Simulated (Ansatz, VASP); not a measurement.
**Two plane-wave programs on P**

```
P
1.0
     0.00000    2.89498    2.89498
     2.89498    0.00000    2.89498
     2.89498    2.89498    0.00000
P
2
Direct
  0.12500 0.12500 0.12500
  0.87500 0.87500 0.87500
```

Alike in both runs: task single point; functional BLYP; k mesh 11 × 11 × 11; occupations fermi-dirac, width 0.1 eV; no spin polarisation.

```csv
,VASP,Ansatz
version,VASP 6.6.1,Ansatz 0.2.0
potentials or method,"VASP PAW PBE potentials, release 64 (P), cutoff 520 eV","plane waves (420 eV) with PAW, scalar-relativistic"
valence electrons in the cell,10,10
```

```tsv
	VASP	Ansatz	Ansatz less VASP
pressure (GPa)	-1.5	-1.6	-0.08
```

VASP's potentials were made for PBE, not for BLYP. With one functional, cell and mesh, what is left measures potentials, basis and numerics.
